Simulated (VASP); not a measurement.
Set up this calculation in VASP 6.6.1, as the native input.

```
Task                   : single point
Functional             : PBE
Potentials or basis    : VASP PAW PBE potentials, release 64 (Na_pv)
Cutoff                 : 520 eV
k mesh                 : 10 × 10 × 6
Occupations            : fermi-dirac, width 0.05 eV
Spin                   : no spin polarisation
Dipole correction      : no
Further INCAR settings : ALGO = Normal; EDIFF = 1e-07; NBANDS = 14
```

The structure of Na lies in POSCAR:

```
Na
1.0
   -2.0985628867      2.0985628867      2.0985628867
    2.0985628867     -2.0985628867      2.0985628867
    4.1971257734      4.1971257734      0.0000000000
Na
2
Direct
    0.0000000000      0.0000000000      0.0000000000
    0.5000000000      0.5000000000      0.5000000000
```

One way to write it, as run:

INCAR

```
SYSTEM = Na
ALGO = Normal ; EDIFF = 1E-7
ENCUT = 520 ; GGA = PE
ISIF = 2 ; ISMEAR = -1
LASPH = .True. ; LCHARG = .False.
LREAL = .False. ; LWAVE = .False.
NBANDS = 14 ; NELM = 60
PREC = Accurate ; SIGMA = 0.05
```

KPOINTS

```
k-points
0
Gamma
  10 10 6
  0 0 0
```

Potentials or basis: VASP PAW PBE potentials, release 64 (Na_pv).

The run is started by

```sh
$ cat potpaw_PBE.64/Na_pv/POTCAR > POTCAR
$ mpirun -np 1 vasp_std > vasp.out
```

It gave:

```
Pressure               : 0.0 GPa
Band gap on the k mesh : zero (band 7 reaches 2.39 eV, above the bottom of band 8 at -1.85 eV)
```

Wall time 2.8 min on 1 thread of Intel Xeon 8259CL, on a shared host, peak memory 0.23 GiB.
